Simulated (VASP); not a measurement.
Input of a VASP 6.6.1 run:

The input INCAR:

```
SYSTEM = Cu5Ni
ALGO = Normal
EDIFF = 1E-7
EDIFFG = -0.01
ENCUT = 600
GGA = PE
GGA_COMPAT = .FALSE.
IBRION = 2
ISIF = 3
ISMEAR = 0
LASPH = .TRUE.
LCHARG = .FALSE.
LREAL = .FALSE.
LWAVE = .FALSE.
NELM = 120
NELMIN = 4
NSW = 100
PREC = Accurate
SIGMA = 0.1
```

KPOINTS

```
k-points
0
G
  14 14 4
  0 0 0
```

Contents of POSCAR:

```
Cu5Ni
1.0
    2.5661420229      0.0000000000      0.0000000000
    0.0000000000      2.5661420229      0.0000000000
    0.0000000000      0.0000000000     10.6788563169
Cu Ni
5 1
Direct
    0.5000000000      0.5000000000      0.8382761935
    0.0000000000      0.0000000000      0.6692068706
    0.5000000000      0.5000000000      0.5000000000
    0.0000000000      0.0000000000      0.3307931294
    0.5000000000      0.5000000000      0.1617238065
    0.0000000000      0.0000000000      0.0000000000
```

Potentials or basis: VASP PAW PBE potentials, release 64 (Cu, Ni).

Run with:

```console
$ cat potpaw_PBE.64/Cu/POTCAR potpaw_PBE.64/Ni/POTCAR > POTCAR
$ mpirun -np 1 vasp_std > vasp.out
```

Estimate the relaxed cell.

a = 2.564 Å, b = 2.564 Å, c = 10.749 Å, α = 90.00°, β = 90.00°, γ = 90.00°.

Predict the band gap on the k mesh.

zero (an odd number of electrons rules out a gap without spin polarisation).

What does it give for the relaxed volume?

11.78 Å³/atom.

Stress tensor (GPa, compression positive):
```
-0.08  0.00  0.00
 0.00 -0.08  0.00
 0.00  0.00  0.05
```

Spin polarisation is off, so any magnetic state and its effect on volume and gap are missing.
